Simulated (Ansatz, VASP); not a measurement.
# SnTe2: VASP beside Ansatz

File INCAR:

```
  ALGO = Normal
  EDIFF = 1E-6
  ENCUT = 500
  GGA = PE
  GGA_COMPAT = F
  ISIF = 2
  ISMEAR = -1
  LASPH = T
  LCHARG = T
  LELF = T
  LREAL = F
  LVHAR = T
  LWAVE = F
  NBANDS = 20
  NELM = 120
  PREC = Accurate
  SIGMA = 0.05
```

The input KPOINTS:

```
k-points
0
Gamma
  10 10 10
```

POSCAR

```
SnTe2
1.0
    0.0000000000      3.7952643171      3.7952643171
    3.7952643171      0.0000000000      3.7952643171
    3.7952643171      3.7952643171      0.0000000000
Sn Te
1 2
Direct
    0.0000000000      0.0000000000      0.0000000000
    0.2500000000      0.2500000000      0.2500000000
    0.7500000000      0.7500000000      0.7500000000
```

Input for Ansatz:

```yaml
crystal:
  lattice:
    - [0.0, 3.7952643171, 3.7952643171]
    - [3.7952643171, 0.0, 3.7952643171]
    - [3.7952643171, 3.7952643171, 0.0]
  atoms:
    - { symbol: Sn, position: [0.0, 0.0, 0.0] }
    - { symbol: Te, position: [0.25, 0.25, 0.25] }
    - { symbol: Te, position: [0.75, 0.75, 0.75] }
kpoints:
  mp_grid: { grid: [10, 10, 10] }
scf:
  occupations: { method: fermi_dirac, width: 0.05 }
hamiltonian:
  xc: pbe
  pseudopotentials: { kind: all_electron, lapw: { basis_error: 0.0005 } }
output:
  forces: true
  stress: true
  eigenvalues: true
```

Change from the starting cell: volume scaled by 1.06.

Alike in both runs: task single point; functional PBE; k mesh 10 × 10 × 10; occupations fermi-dirac, width 0.05 eV; no spin polarisation.

|  | VASP | Ansatz |
| --- | --- | --- |
| version | VASP 6.6.1 | Ansatz 0.2.0 |
| potentials or method | VASP PAW PBE potentials, release 64 (Sn_d, Te), cutoff 500 eV | all-electron LAPW, scalar-relativistic |

```csv
,VASP,Ansatz,Ansatz less VASP
pressure (GPa),-1.9,-1.8,+0.05
```

Ansatz ran all-electron here, and VASP with PAW potentials.

Spin-orbit coupling is off throughout.
